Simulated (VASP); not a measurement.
Input of a VASP 6.6.1 run:

Contents of POSCAR:

```
PbF2
1.0
    0.0000000000      2.9604388877      2.9604388877
    2.9604388877      0.0000000000      2.9604388877
    2.9604388877      2.9604388877      0.0000000000
Pb F
1 2
Direct
    0.0000000000      0.0000000000      0.0000000000
    0.2500000000      0.2500000000      0.2500000000
    0.7500000000      0.7500000000      0.7500000000
```

The input INCAR.step1:

```
ALGO = Normal
EDIFF = 1E-4
ENCUT = 520
GGA = PE
ISMEAR = 0
LASPH = T
LCHARG = F
LREAL = F
LWAVE = T
NBANDS = 21
NELM = 80
PREC = Accurate
SIGMA = 0.01
```

The input INCAR.step2:

```
ALGO = Normal
EDIFF = 1E-6
ENCUT = 520
ISIF = 2
ISMEAR = 0
ISTART = 1
LASPH = T
LCHARG = F
LMIXTAU = T
LREAL = F
LWAVE = F
METAGGA = R2SCAN
NBANDS = 21
NELM = 80
PREC = Accurate
SIGMA = 0.01
```

Contents of KPOINTS:

```
k-points
0
Gamma
  8 8 8
```

Potentials or basis: VASP PAW PBE potentials, release 64 (Pb_d, F).

Run with:

```sh
$ cat potpaw_PBE.64/Pb_d/POTCAR potpaw_PBE.64/F/POTCAR > POTCAR
$ cp INCAR.step1 INCAR
$ mpirun -np 1 vasp_std > vasp.out
$ cp INCAR.step2 INCAR
$ mpirun -np 1 vasp_std > vasp.out
```

**Question.** What does it give for the pressure?

**Answer.** -0.1 GPa.

**Question.** Estimate the band gap on the k mesh.

**Answer.** 4.93 eV, indirect (least direct gap 5.08 eV).

Caveat: the PAW data sets were made with another functional, which shifts forces and pressure a little; spin-orbit coupling is left out, which moves the levels of the heavy elements. r2SCAN opens gaps a little over a GGA but as a rule still falls short of measured ones.
